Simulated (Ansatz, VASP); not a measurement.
**Sb in VASP and in Ansatz**

```
CELL_PARAMETERS angstrom
3.36900 -0.03369 -0.03369
-1.71368 2.93448 -0.01233
-0.05330 -0.05330 5.33000
ATOMIC_POSITIONS crystal
Sb 0.33333 0.66667 0.25000
Sb 0.66667 0.33333 0.75000
```

Change from the starting cell: equal xy, yz and zx shear strains of -2 %, crystal datasets.

Alike in both runs: task electric field gradients; functional PBEsol; k mesh 12 × 12 × 7; occupations fermi-dirac, width 0.05 eV; no spin polarisation.

|  | VASP | Ansatz |
| --- | --- | --- |
| version | VASP 6.6.1 | Ansatz 0.2.0 |
| potentials or method | VASP PAW PBE potentials, release 64 (Sb), cutoff 520 eV | all-electron PAW with datasets made for the crystal, scalar-relativistic |

Ansatz gave:

| Item | Value |
| --- | --- |
| pressure (GPa) | -0.1 |
| traceless stress, the component that is largest in VASP (GPa) | -0.72 |
| rms of the force components (eV/Å) | 0.017 |
| size of Vzz on the site where it differs most (V/Å²) | 23.9 |

What did VASP give for the same quantities?

Pressure (GPa): -0.1; traceless stress, the component that is largest in VASP (GPa): -0.72; rms of the force components (eV/Å): 0.018; size of Vzz on the site where it differs most (V/Å²): 22.1.

VASP's potentials were made for PBE, not for PBEsol. Atom by atom the forces differ by 0.001 eV/Å (rms over components). Ansatz ran all-electron here, and VASP with PAW potentials.

Neither program's run includes spin-orbit coupling.
